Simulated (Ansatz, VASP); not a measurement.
## Zn5CdTe6 in VASP and in Ansatz

```
Zn Cd Te
1.0
     4.36268   -0.08568   -0.05596
    -0.08568    4.35985    0.00263
    -0.23843    0.01123   18.92871
Zn Cd Te
5 1 6
Direct
  0.52180 0.50228 0.16829
  0.98793 0.06670 0.34653
  0.54206 0.45943 0.50034
  0.03208 0.00698 0.65791
  0.47582 0.51923 0.84022
  0.01015 0.03293 0.99440
  0.47846 0.04193 0.25713
  0.95068 0.45135 0.41100
  0.47818 0.00445 0.56486
  0.02280 0.47226 0.75114
  0.49920 0.96890 0.91359
  0.00084 0.47356 0.09459
```

Change from the starting cell: cell x1, atoms moved at random (sigma 0.15 Å) and cell strained at random (1.5 %), then relaxed without symmetry.

Alike in both runs: task relaxation of cell and atoms; functional PBE; k mesh 4 × 4 × 1; occupations gaussian, width 0.1 eV; no spin polarisation.

```csv
,VASP,Ansatz
version,VASP 6.6.1,Ansatz 0.2.0
potentials or method,"VASP PAW PBE potentials, release 64 (Zn, Cd, Te), cutoff 600 eV","scalar-relativistic, plane waves, PAW"
valence electrons in the cell,108,176
```

VASP gave:

* gap on the k mesh at the Fermi level, each at its own relaxed structure (eV): 0.92
* relaxed volume (Å³/atom): 30.67
* relaxed length of the cell vector where the two differ most in proportion (Å): 4.438

Problem. Which values does Ansatz return?

Solution. gap on the k mesh at the Fermi level, each at its own relaxed structure (eV): 0.93; relaxed volume (Å³/atom): 30.61; relaxed length of the cell vector where the two differ most in proportion (Å): 4.435.

VASP's potentials hold 108 valence electrons a cell and Ansatz's 176, so a difference there can come from the potentials and not from the codes.

Spin-orbit coupling is off throughout.
